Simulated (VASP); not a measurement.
# BaTiO3 (P4mm) in VASP: further runs

BaTiO3 is run at these levels: LDA, r2SCAN; tasks: single point.

Everything below comes from runs of VASP 6.6.1. Logs are shortened: lines on timing, memory, paths and dates and some standing lists are left out, and cuts for length are marked.

## (1) The cell of the first run

The structure is tetragonal, space group P4mm (No. 99). The conventional cell has a = 3.968 Å, b = 3.968 Å, c = 3.986 Å, α = 90.00°, β = 90.00°, γ = 90.00°. Within 3.7 Å of Ba (site symmetry 4mm) lie 12 O at 2.77 to 2.85 Å and 8 Ti at 3.40 to 3.48 Å. Ti (site symmetry 4mm) has 6 O at 1.86 to 2.13 Å within 2.5 Å. O (site symmetry 4mm) has 2 Ti at 1.86 to 2.13 Å within 2.5 Å. Within 2.6 Å of O (site symmetry 2mm) lie 2 Ti at 1.99 Å.

## (2) Single point, LDA

INCAR

```
SYSTEM = BaTiO3
  PREC = Accurate
  ENCUT = 600
  EDIFF = 1E-6
  ISMEAR = -1
  SIGMA = 0.1
  LREAL = .False.
  LASPH = .True.
  NELM = 120
  ALGO = Normal
  ISIF = 2
  LWAVE = .False.
  LCHARG = .False.
  NBANDS = 28
  GGA_COMPAT = .False.
```

KPOINTS

```
Automatic mesh
0
Gamma
  5 5 5
  0 0 0
```

POSCAR

```
BaTiO3
1.0
    3.9679641900      0.0000000000      0.0000000000
    0.0000000000      3.9679641900      0.0000000000
    0.0000000000      0.0000000000      3.9860193300
Ba Ti O
1 1 3
Direct
    0.0000000000      0.0000000000      0.0000000000
    0.5000000000      0.5000000000      0.4820000000
    0.5000000000      0.5000000000      0.0160000000
    0.5000000000      0.0000000000      0.5150000000
    0.0000000000      0.5000000000      0.5150000000
```

Potentials or basis: VASP PAW LDA potentials, release 64 (Ba_sv, Ti_sv, O).

Launch:

```sh
$ cat potpaw_LDA.64/Ba_sv/POTCAR potpaw_LDA.64/Ti_sv/POTCAR potpaw_LDA.64/O/POTCAR > POTCAR
$ mpirun -np 1 vasp_std > vasp.out
```

OUTCAR:

```text
SYSTEM = BaTiO3
   PREC = Accurate
   ENCUT = 600
   EDIFF = 1E-6
   ISMEAR = -1
   LREAL = .False.
   LASPH = .True.
   NELM = 120
   ISIF = 2

 ion  position               nearest neighbor table
   1  0.000  0.000  0.000-   4 2.77   5 2.77   5 2.77   4 2.77   3 2.81   3 2.81   3 2.81   3 2.81
                             4 2.85   5 2.85   5 2.85   4 2.85   2 3.40   2 3.40   2 3.40   2 3.40
   2  0.500  0.500  0.482-   3 1.86   4 1.99   5 1.99   4 1.99   5 1.99   3 2.13   1 3.40   1 3.40
                             1 3.40   1 3.40   1 3.48   1 3.48   1 3.48   1 3.48
   3  0.500  0.500  0.016-   2 1.86   2 2.13   1 2.81   1 2.81   1 2.81   1 2.81
   4  0.500  0.000  0.515-   2 1.99   2 1.99   1 2.77   1 2.77   1 2.85   1 2.85
   5  0.000  0.500  0.515-   2 1.99   2 1.99   1 2.77   1 2.77   1 2.85   1 2.85

  LATTYP: Found a simple tetragonal cell.
 ALAT       =     3.9679641900
 C/A-ratio  =     1.0045502276

  Lattice vectors:

 A1 = (   3.9679641900,   0.0000000000,   0.0000000000)
 A2 = (   0.0000000000,   3.9679641900,   0.0000000000)
 A3 = (   0.0000000000,   0.0000000000,   3.9860193300)

Analysis of symmetry for initial positions (statically):
=====================================================================
 Subroutine PRICEL returns:
 Original cell was already a primitive cell.

 Routine SETGRP: Setting up the symmetry group for a
 simple tetragonal supercell.

 Subroutine GETGRP returns: Found  8 space group operations
 (whereof  8 operations were pure point group operations)
 out of a pool of 16 trial point group operations.

The static configuration has the point symmetry C_4v.

Analysis of symmetry for dynamics (positions and initial velocities):
=====================================================================
 Subroutine PRICEL returns:
 Original cell was already a primitive cell.

 Routine SETGRP: Setting up the symmetry group for a
 simple tetragonal supercell.

 Subroutine GETGRP returns: Found  8 space group operations
 (whereof  8 operations were pure point group operations)
 out of a pool of 16 trial point group operations.

The dynamic configuration has the point symmetry C_4v.

 Subroutine INISYM returns: Found  8 space group operations
 (whereof  8 operations are pure point group operations),
 and found     1 'primitive' translations

----------------------------------------------------------------------------------------

                                     Primitive cell

  volume of cell :      62.7588

  direct lattice vectors                    reciprocal lattice vectors
     3.967964190  0.000000000  0.000000000     0.252018403  0.000000000  0.000000000
     0.000000000  3.967964190  0.000000000     0.000000000  0.252018403  0.000000000
     0.000000000  0.000000000  3.986019330     0.000000000  0.000000000  0.250876857

  length of vectors
     3.967964190  3.967964190  3.986019330     0.252018403  0.252018403  0.250876857

  position of ions in fractional coordinates (direct lattice)
     0.000000000  0.000000000  0.000000000
     0.500000000  0.500000000  0.482000000
     0.500000000  0.500000000  0.016000000
     0.500000000  0.000000000  0.515000000
     0.000000000  0.500000000  0.515000000

  ion indices of the primitive-cell ions
   primitive index   ion index
                 1           1
                 2           2
                 3           3
                 4           4
                 5           5

----------------------------------------------------------------------------------------

 KPOINTS: Automatic mesh

Automatic generation of k-mesh.
 Grid dimensions read from file:
 generate k-points for:    5    5    5

 Generating k-lattice:

  Cartesian coordinates                     Fractional coordinates (reciprocal lattice)
     0.050403681  0.000000000  0.000000000     0.200000000  0.000000000  0.000000000
     0.000000000  0.050403681  0.000000000     0.000000000  0.200000000  0.000000000
     0.000000000  0.000000000  0.050175371     0.000000000  0.000000000  0.200000000

  Length of vectors
     0.050403681  0.050403681  0.050175371

  Shift w.r.t. Gamma in fractional coordinates (k-lattice)
     0.000000000  0.000000000  0.000000000

 Subroutine IBZKPT returns following result:
 ===========================================

 Found     18 irreducible k-points:

 Following reciprocal coordinates:
            Coordinates               Weight
  0.000000  0.000000  0.000000      1.000000
  0.200000  0.000000  0.000000      4.000000
  0.400000  0.000000  0.000000      4.000000
  0.200000  0.200000  0.000000      4.000000
  0.400000  0.200000  0.000000      8.000000
  0.400000  0.400000  0.000000      4.000000
[... 10 lines left out ...]
  0.400000  0.200000  0.400000     16.000000
  0.400000  0.400000  0.400000      8.000000
   k-points           NKPTS =     18   k-points in BZ     NKDIM =     18   number of bands    NBANDS=     28
   number of dos      NEDOS =    301   number of ions     NIONS =      5
   total plane-waves  NPLWV =  32768
   dimension x,y,z NGX =    32 NGY =   32 NGZ =   32
   dimension x,y,z NGXF=    64 NGYF=   64 NGZF=   64
   ions per type =               1   1   3
   NGX,Y,Z   is equivalent  to a cutoff of  13.41, 13.41, 13.35 a.u.
   NGXF,Y,Z  is equivalent  to a cutoff of  26.81, 26.81, 26.69 a.u.
 SYSTEM =  BaTiO3
   PREC   = accura    normal or accurate (medium, high low for compatibility)
   ISTART =      0    job   : 0-new  1-cont  2-samecut
   ICHARG =      2    charge: 1-file 2-atom 10-const
   ISPIN  =      1    spin polarized calculation?
   LNONCOLLINEAR =      F non collinear calculations
   LSORBIT =      F    spin-orbit coupling
   LASPH  =      T    aspherical Exc in radial PAW
   ENCUT  =  600.0 eV  44.10 Ry    6.64 a.u.   7.93  7.93  7.96*2*pi/ulx,y,z
   NELM   =    120;   NELMIN=  2; NELMDL= -5     # of ELM steps
   EDIFF  = 0.1E-05   stopping-criterion for ELM
   LREAL  =      F    real-space projection
   EDIFFG = 0.1E-04   stopping-criterion for IOM
   NSW    =      0    number of steps for IOM
   IBRION =     -1    ionic relax: 0-MD 1-quasi-New 2-CG
   NFREE  =      0    steps in history (QN), initial steepest desc. (CG)
   ISIF   =      2    stress and relaxation
   ISYM   =      2    0-nonsym 1-usesym 2-fastsym
   POTIM  = 0.5000    time-step for ionic-motion
   TEBEG  =    0.0;   TEEND  =   0.0 temperature during run
   PSTRESS=    0.0 pullay stress
   NELECT =      40.0000    total number of electrons
   NUPDOWN=      -1.0000    fix difference up-down
   EMIN   =  10.00;   EMAX   =-10.00  energy-range for DOS
   EFERMI =   0.00;   METHOD = LEGACY
   ISMEAR =    -1;   SIGMA  =   0.10  broadening in eV -4-tet -1-fermi 0-gaus
   EFERMI_NEDOS =   21; number of points for ismear=-14 and -15
   IALGO  =     38    algorithm
   IMIX   =      4    mixing-type and parameters
     AMIX     =   0.40;   BMIX     =  1.00
     AMIX_MAG =   1.60;   BMIX_MAG =  1.00
  volume/ion in A,a.u.               =      12.55        84.70
  Fermi-wavevector in a.u.,A,eV,Ry     =   1.408867  2.662372 27.006272  1.984905
  Thomas-Fermi vector in A             =   2.530981
   LORBIT       =      0    0 simple, 1 ext, 2 COOP (PROOUT), +10 PAW based schemes
   GGA     = CA    functional components
   LHFCALC =     F    Hartree Fock is set to
   AEXX    =    0.0000 exact exchange contribution
   IVDW    =     0    specifies the selected vdW correction
   LEPSILON=     F    determine dielectric tensor
   LRPA    =     F    only Hartree local field effects (RPA)
 non-spin polarized calculation
  energy-cutoff  :      600.00
  volume of cell :       62.76
 maximum number of plane-waves:      2104
 NGX is ok and might be reduce to    32
   NGX = 15   NGY = 15   NGZ = 15

 number of electron      39.9999984 magnetization

 Free energy of the ion-electron system (eV)
  ---------------------------------------------------
  ext. energy  EPLUGINS =         0.00000000
  ---------------------------------------------------
  free energy    TOTEN  =       -44.15804846 eV

  energy without entropy =      -44.15802500  energy(sigma->0) =      -44.15803673

 E-fermi :   4.6321     XC(G=0): -11.8426

 val. band max:        3.5628201770   @ k =   0.4000   0.4000   0.4000
 cond. band min:       5.4681587335   @ k =   0.0000   0.0000   0.0000
 fundamental gap:      1.9053385565
 Fermi energy:         4.6320839871

 k-point     1 :       0.0000    0.0000    0.0000
  band No.  band energies     occupation
      1     -52.0031      2.00000
      2     -28.6787      2.00000
      3     -28.6303      2.00000
      4     -28.6303      2.00000
      5     -20.9332      2.00000
      6     -12.9396      2.00000
[... 20 lines left out ...]
     27       8.6445      0.00000
     28      11.0985      0.00000

 k-point     2 :       0.2000    0.0000    0.0000
  band No.  band energies     occupation
      1     -52.0026      2.00000
      2     -28.6779      2.00000
      3     -28.6516      2.00000
      4     -28.6294      2.00000
      5     -20.8855      2.00000
      6     -13.0074      2.00000
[... 20 lines left out ...]
     27       9.3945      0.00000
     28      12.0251      0.00000

 k-point     3 :       0.4000    0.0000    0.0000
  band No.  band energies     occupation
      1     -52.0019      2.00000
      2     -28.6857      2.00000
      3     -28.6764      2.00000
      4     -28.6280      2.00000
      5     -20.8060      2.00000
      6     -13.2138      2.00000
[... 20 lines left out ...]
     27      10.9617      0.00000
     28      11.9817      0.00000

 k-point     4 :       0.2000    0.2000    0.0000
  band No.  band energies     occupation
      1     -52.0022      2.00000
      2     -28.6770      2.00000
      3     -28.6510      2.00000
      4     -28.6500      2.00000
      5     -20.8437      2.00000
      6     -12.9762      2.00000
[... 20 lines left out ...]
     27      10.1080      0.00000
     28      12.1638      0.00000

 k-point     5 :       0.4000    0.2000    0.0000
  band No.  band energies     occupation
      1     -52.0015      2.00000
      2     -28.6843      2.00000
      3     -28.6755      2.00000
      4     -28.6487      2.00000
      5     -20.7743      2.00000
      6     -13.0468      2.00000
[... 20 lines left out ...]
     27      11.7004      0.00000
     28      12.5713      0.00000

 k-point     6 :       0.4000    0.4000    0.0000
  band No.  band energies     occupation
      1     -52.0008      2.00000
      2     -28.6821      2.00000
      3     -28.6817      2.00000
      4     -28.6741      2.00000
      5     -20.7219      2.00000
      6     -12.7704      2.00000
[... 277 lines left out ...]
      5     -20.7258      2.00000
      6     -12.6921      2.00000
[... 20 lines left out ...]
     27      11.9477      0.00000
     28      13.4409      0.00000

 k-point    16 :       0.2000    0.2000    0.4000
  band No.  band energies     occupation
      1     -52.0011      2.00000
      2     -28.7294      2.00000
      3     -28.6481      2.00000
      4     -28.6476      2.00000
      5     -20.7483      2.00000
      6     -12.8032      2.00000
[... 20 lines left out ...]
     27      11.6695      0.00000
     28      12.4838      0.00000

 k-point    17 :       0.4000    0.2000    0.4000
  band No.  band energies     occupation
      1     -52.0004      2.00000
      2     -28.7272      2.00000
      3     -28.6809      2.00000
      4     -28.6463      2.00000
      5     -20.6983      2.00000
      6     -12.5058      2.00000
[... 20 lines left out ...]
     27      12.0174      0.00000
     28      12.3324      0.00000

 k-point    18 :       0.4000    0.4000    0.4000
  band No.  band energies     occupation
      1     -51.9997      2.00000
      2     -28.7254      2.00000
      3     -28.6792      2.00000
      4     -28.6790      2.00000
      5     -20.6529      2.00000
      6     -12.2069      2.00000
[... 20 lines left out ...]
     27      11.4275      0.00000
     28      11.6878      0.00000

------------------------ aborting loop because EDIFF is reached ----------------------------------------

  FORCE on cell =-STRESS in cart. coord.  units (eV):
  Direction    XX          YY          ZZ          XY          YZ          ZX
  --------------------------------------------------------------------------------------
  -------------------------------------------------------------------------------------
  Total       -1.1485494     -1.1485494     -0.4372810      0.0000000     -0.0000000      0.0000000
  in kB      -29.3214463    -29.3214463    -11.1633957      0.0000000     -0.0000000      0.0000000
  external PRESSURE =     -23.2687627 kB  Pullay stress =       0.0000000 kB

 VOLUME and BASIS-vectors are now :
 -----------------------------------------------------------------------------
  energy-cutoff  :      600.00
  volume of cell :       62.76
      direct lattice vectors                 reciprocal lattice vectors
     3.967964190  0.000000000  0.000000000     0.252018403  0.000000000  0.000000000
     0.000000000  3.967964190  0.000000000     0.000000000  0.252018403  0.000000000
     0.000000000  0.000000000  3.986019330     0.000000000  0.000000000  0.250876857

 POSITION                                       TOTAL-FORCE (eV/Angst)
 -----------------------------------------------------------------------------------
      0.00000      0.00000      0.00000         0.000000      0.000000     -0.086432
      1.98398      1.98398      1.92126         0.000000     -0.000000      0.161340
      1.98398      1.98398      0.06378         0.000000      0.000000      0.237819
      1.98398      0.00000      2.05280         0.000000      0.000000     -0.156364
      0.00000      1.98398      2.05280         0.000000      0.000000     -0.156364
 -----------------------------------------------------------------------------------
    total drift:                                0.000000     -0.000000     -0.000167

  FREE ENERGIE OF THE ION-ELECTRON SYSTEM (eV)
  ---------------------------------------------------
  free  energy   TOTEN  =       -44.1580484601 eV

  energy  without entropy=      -44.1580249979  energy(sigma->0) =      -44.15803673
```

Wall time 23 s (1 thread of Intel Xeon Platinum 8259CL at 2.50GHz (Skylake/Cascade Lake), shared host); peak memory 0.18 GiB.

What came out:

- Free energy: -44.1580 eV
- Pressure: -2.3 GPa
- Largest force: 0.238 eV/Å
- Band gap on the k mesh: 1.91 eV (least direct gap 2.04 eV)

Forces on the atoms (eV/Å):
```
Ba   0.000  0.000 -0.086
Ti   0.000  0.000  0.161
O    0.000  0.000  0.238
O    0.000  0.000 -0.156
O    0.000  0.000 -0.156
```

Caveat: spin-orbit coupling is left out, which moves the levels of the heavy elements; an odd mesh through Γ misses points on the zone boundary, where band edges can lie.

## (3) Single point, r2SCAN

POSCAR is that of step 2.

INCAR.step1

```
SYSTEM = BaTiO3
PREC = Accurate
ENCUT = 660
ISMEAR = -1
SIGMA = 0.1
LREAL = .False.
LASPH = .True.
NELM = 120
NBANDS = 28
GGA = PE
ALGO = Normal
EDIFF = 1E-5
LWAVE = .True.
LCHARG = .False.
GGA_COMPAT = .False.
```

INCAR.step2

```
SYSTEM = BaTiO3
PREC = Accurate
ENCUT = 660
EDIFF = 1E-6
ISMEAR = -1
SIGMA = 0.1
LREAL = .False.
LASPH = .True.
NELM = 120
ALGO = Normal
ISIF = 2
LWAVE = .False.
LCHARG = .False.
METAGGA = R2SCAN
LMIXTAU = .True.
NBANDS = 28
ISTART = 1
GGA_COMPAT = .False.
```

KPOINTS

```
regular mesh
0
Gamma
  5 5 5
  0 0 0
```

Potentials or basis: VASP PAW PBE potentials, release 64 (Ba_sv, Ti_sv, O).

Launch:

```sh
$ cat potpaw_PBE.64/Ba_sv/POTCAR potpaw_PBE.64/Ti_sv/POTCAR potpaw_PBE.64/O/POTCAR > POTCAR
$ cp INCAR.step1 INCAR
$ mpirun -np 1 vasp_std > vasp.out
$ cp INCAR.step2 INCAR
$ mpirun -np 1 vasp_std > vasp.out
```

Wall time 2.2 min (1 thread of Intel Xeon Platinum 8259CL at 2.50GHz (Skylake/Cascade Lake), shared host); peak memory 0.23 GiB.

The run converged. Its results:

```yaml
Free_energy: -74.2198 eV
Pressure: 5.9 GPa
Largest_force: 0.254 eV/Å
Band_gap_on_the_k_mesh: 2.40 eV (least direct gap 2.55 eV)
```

Forces on the atoms (eV/Å):
```
Ba   0.000  0.000 -0.052
Ti   0.000  0.000  0.254
O    0.000  0.000  0.161
O    0.000  0.000 -0.181
O    0.000  0.000 -0.181
```

Stress tensor (GPa, compression positive):
```
5.28 0.00 0.00
0.00 5.28 0.00
0.00 0.00 7.04
```

Levels at points of the mesh, in eV from the valence-band top:
| k point | band 18 | band 19 | band 20 | band 21 | band 22 | band 23 |
| --- | --- | --- | --- | --- | --- | --- |
| (0.00, 0.00, 0.00) | -0.18 | -0.14 | -0.14 | 2.40 | 2.69 | 2.69 |

Caveat: the cell stands under pressure; the PAW data sets were made with another functional, which shifts forces and pressure a little; spin-orbit coupling is left out, which moves the levels of the heavy elements; an odd mesh through Γ misses points on the zone boundary, where band edges can lie. r2SCAN opens gaps a little over a GGA but as a rule still falls short of measured ones.
